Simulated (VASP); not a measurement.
Input of a VASP 6.6.1 run:

File INCAR:

```
PREC = Accurate
ENCUT = 520
EDIFF = 1E-7
ISMEAR = 0
SIGMA = 0.1
LREAL = F
LASPH = T
NELM = 150
ALGO = Normal
ISIF = 2
LWAVE = F
LCHARG = F
ISPIN = 2
MAGMOM = 0 0 0 0 0.59 0.59
LORBIT = 11
LMAXMIX = 4
GGA = PS
NBANDS = 46
```

Contents of KPOINTS:

```
Automatic mesh
0
Gamma
  1 1 1
```

File POSCAR:

```
Ti2Co
1.0
    0.0000000000      3.3650000000      3.3650000000
    3.3650000000      0.0000000000      3.3650000000
    3.3650000000      3.3650000000      0.0000000000
Ti Co
4 2
Direct
    0.1250000000      0.1250000000      0.1250000000
    0.6250000000      0.1250000000      0.1250000000
    0.1250000000      0.1250000000      0.6250000000
    0.1250000000      0.6250000000      0.1250000000
    0.5000000000      0.5000000000      0.5000000000
    0.7500000000      0.7500000000      0.7500000000
```

Potentials or basis: VASP PAW PBE potentials, release 64 (Ti_sv, Co).

The run is started by

```console
$ cat potpaw_PBE.64/Ti_sv/POTCAR potpaw_PBE.64/Co/POTCAR > POTCAR
$ mpirun -np 1 vasp_gam > vasp.out
```

Estimate the site moments.

Ti +0.42; Co +1.18 μB.

What does it give for the net moment?

4.00 μB per cell.

What does it give for the pressure?

-19.3 GPa.

Caveat: the k points lie up to 1.62 Å⁻¹ apart; the PAW data sets were made with another functional, which shifts forces and pressure a little.
